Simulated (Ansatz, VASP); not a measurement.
## WSe2: VASP beside Ansatz

```
Se W
1.0
     3.19800    0.00000    0.00000
    -1.59900    2.76955    0.00000
     0.00000    0.00000   32.73738
Se W
2 1
Direct
  0.33333 0.66667 0.45032
  0.33333 0.66667 0.54968
  0.66667 0.33333 0.50000
```

Alike in both runs: task single point; functional PBE; dispersion D3(BJ); k mesh 9 × 9 × 1; occupations gaussian, width 0.02 eV; no spin polarisation.

```csv
,VASP,Ansatz
version,VASP 6.6.1,Ansatz 0.2.0
potentials or method,"VASP PAW PBE potentials, release 64 (Se, W_sv), cutoff 520 eV","scalar-relativistic, plane waves, PAW"
valence electrons in the cell,26,46
```

Ansatz gave:

| Quantity | Value |
| --- | --- |
| gap on the k mesh at the Fermi level (eV) | 1.85 |
| least direct gap on the mesh (eV) | 1.85 |
| rms of the force components (eV/Å) | 0.864 |

Problem. Estimate VASP's values.

Solution. gap on the k mesh at the Fermi level (eV): 1.84; least direct gap on the mesh (eV): 1.84; rms of the force components (eV/Å): 0.896.

VASP's potentials hold 26 valence electrons a cell and Ansatz's 46, so a difference there can come from the potentials and not from the codes.

Spin-orbit coupling is off throughout.
